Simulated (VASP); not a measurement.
## SrO: single point with r2SCAN

SrO:

```
Sr O
1.0
    -0.14752    2.75505    2.75505
     2.75505   -0.14752    2.75505
     2.75505    2.75505   -0.14752
Sr O
1 1
Direct
  0.99525 0.99525 0.99525
  0.25475 0.25475 0.25475
```

This cell differs from its parent crystal: epitaxial 111 strain +4.0%.

- Program: VASP 6.6.1
- Task: single point
- Functional: r2SCAN
- Potentials or basis: VASP PAW PBE potentials, release 64 (Sr_sv, O)
- Cutoff: 520 eV
- k mesh: 8 × 8 × 8
- Occupations: gaussian, width 0.01 eV
- Spin: no spin polarisation

| Property | Result |
| --- | --- |
| Pressure | -2.1 GPa |
| Largest force | 0.013 eV/Å |
| Band gap on the k mesh | 2.80 eV (least direct gap 3.41 eV) |

Forces in eV/Å, atoms in the order of the input:
```
Sr  -0.008 -0.008 -0.008
O    0.008  0.008  0.008
```

Stress tensor (GPa, compression positive):
```
-2.13  1.26  1.26
 1.26 -2.13  1.26
 1.26  1.26 -2.13
```

Levels at points of the mesh, in eV from the valence-band top:
```tsv
k point	band 4	band 5	band 6	band 7	band 8	band 9	band 10	band 11	band 12	band 13
(0.00, 0.00, 0.00)	-14.75	-14.70	-0.82	-0.82	-0.61	2.80	8.41	8.41	9.75	9.75
(0.50, 0.00, 0.00)	-14.80	-13.83	-0.78	-0.46	-0.42	5.50	7.33	7.46	8.72	9.96
(0.50, 0.50, 0.00)	-14.92	-13.58	-1.31	-0.04	-0.02	4.84	6.12	9.92	10.33	10.44
(0.50, 0.50, 0.50)	-14.85	-14.01	-0.55	-0.55	-0.53	5.58	7.57	7.99	7.99	10.51
```

It took 4.3 min on 1 thread of Intel Xeon 8259CL (shared host), peak memory 0.2 GiB.

Caveat: the cell differs from its parent crystal (epitaxial 111 strain +4.0%); the PAW data sets were made with another functional, which shifts forces and pressure a little. A k mesh can miss the band edges.
